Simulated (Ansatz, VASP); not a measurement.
**One calculation of Se, two programs**

File INCAR:

```
SYSTEM = Se
ALGO = Normal
EDIFF = 1E-6
ENCUT = 520
GGA = PE
ISIF = 2
ISMEAR = 0
IVDW = 12
LASPH = .True.
LCHARG = .True.
LELF = .True.
LREAL = .False.
LVHAR = .True.
LWAVE = .False.
NBANDS = 16
NELM = 100
PREC = Accurate
SIGMA = 0.05
```

Contents of KPOINTS:

```
k-points
0
Gamma
  9 9 8
  0 0 0
```

File POSCAR:

```
Se
1.0
    4.0025012891      0.0000000000      0.0000000000
   -2.0012506446      3.4662677951      0.0000000000
    0.0000000000      0.0000000000      5.2973104561
Se
3
Direct
    0.3087981154      0.0000000000      0.3333333333
    0.0000000000      0.3087981154      0.6666666667
    0.6912018846      0.6912018846      0.0000000000
```

Input for Ansatz:

```yaml
crystal:
  lattice:
    - [4.0025012891, 0.0, 0.0]
    - [-2.0012506446, 3.4662677951, 0.0]
    - [0.0, 0.0, 5.2973104561]
  atoms:
    - { symbol: Se, position: [0.3087981154, 0.0, 0.3333333333] }
    - { symbol: Se, position: [0.0, 0.3087981154, 0.6666666667] }
    - { symbol: Se, position: [0.6912018846, 0.6912018846, 0.0] }
basis:
  ecutwfc: 420
kpoints:
  mp_grid: { grid: [9, 9, 8] }
hamiltonian:
  xc: pbe
  dispersion: d3bj
scf:
  occupations: { method: gaussian, width: 0.05 }
output:
  forces: true
  stress: true
  eigenvalues: true
```

Alike in both runs: task single point; functional PBE; dispersion D3(BJ); k mesh 9 × 9 × 8; occupations gaussian, width 0.05 eV; no spin polarisation.

|  | VASP | Ansatz |
| --- | --- | --- |
| version | VASP 6.6.1 | Ansatz 0.2.0 |
| potentials or method | VASP PAW PBE potentials, release 64 (Se), cutoff 520 eV | scalar-relativistic, plane waves, PAW |
| valence electrons in the cell | 18 | 48 |

VASP gave:

* gap on the k mesh at the Fermi level (eV): none
* pressure (GPa): -6.7
* traceless stress, the component that is largest in VASP (GPa): -1.03
* rms of the force components (eV/Å): 0.338

Task: What did Ansatz give for the same quantities?

Result: gap on the k mesh at the Fermi level (eV): none; pressure (GPa): -6.7; traceless stress, the component that is largest in VASP (GPa): -1.03; rms of the force components (eV/Å): 0.339.

Atom by atom the forces differ by 0.000 eV/Å (rms over components). A gap of «none» marks a metal or a gap that the smearing closes. VASP's potentials hold 18 valence electrons a cell and Ansatz's 48, so a difference there can come from the potentials and not from the codes.
